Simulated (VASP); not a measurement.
Wanted: the native input for a VASP 6.6.1 run.

| Item | Value |
| --- | --- |
| Task | relaxation of cell and atoms |
| Functional | LDA |
| Potentials or basis | VASP PAW LDA potentials, release 64 (Mg, S) |
| Cutoff | 600 eV |
| k mesh | 8 × 8 × 8 |
| Occupations | gaussian, width 0.01 eV |
| Spin | no spin polarisation |
| Target pressure | 7 GPa |
| Dipole correction | no |
| Further INCAR settings | ALGO = Normal; EDIFF = 1e-06; IBRION = 2; EDIFFG = -0.002; NSW = 100; ISIF = 3 |

The structure of MgS lies in POSCAR:

```
MgS
1.0
    2.5641824302      2.5641824302      0.0000000000
   -2.5641824302      2.5641824302      0.0000000000
    0.0000000000      2.5641824302      2.5641824302
Mg S
1 1
Direct
    0.0000000000      0.0000000000      0.0000000000
    0.5000000000      0.5000000000      0.0000000000
```

These files were run (other wordings do the same):

INCAR

```
SYSTEM = MgS
PREC = Accurate ; ENCUT = 600
EDIFF = 1E-6 ; ISMEAR = 0
SIGMA = 0.01 ; LREAL = .False.
LASPH = .True. ; NELM = 80
ALGO = Normal ; ISIF = 3
LWAVE = .False. ; LCHARG = .False.
GGA = CA ; IBRION = 2
NSW = 100 ; EDIFFG = -0.002
PSTRESS = 70.0
```

KPOINTS

```
regular mesh
0
Gamma
  8 8 8
  0 0 0
```

Potentials or basis: VASP PAW LDA potentials, release 64 (Mg, S).

The run is started by

```console
$ cat potpaw_LDA.64/Mg/POTCAR potpaw_LDA.64/S/POTCAR > POTCAR
$ mpirun -np 1 vasp_std > vasp.out
```

Results of the run:

```
Relaxed volume                                         : 15.61 Å³/atom
Relaxed cell                                           : a = 3.534 Å, b = 3.534 Å, c = 3.534 Å, α = 60.00°, β = 60.00°, γ = 90.00°
Space group after relaxing (to 0.05 Å)                 : Fm-3m (No. 225)
Energy change on relaxing (the enthalpy is what falls) : +23.4 meV/atom
Ionic steps                                            : 3
Pressure after relaxing                                : 7.0 GPa
Band gap on the k mesh                                 : 2.81 eV, indirect (least direct gap 4.52 eV)
```

Caveat: the cell is relaxed towards a set pressure, so the enthalpy falls and the energy may rise.

Run time: 9.5 s on 1 thread of Intel(R) Xeon(R) 6975P-C (Granite Rapids), with other jobs on the host, peak memory 0.16 GiB.
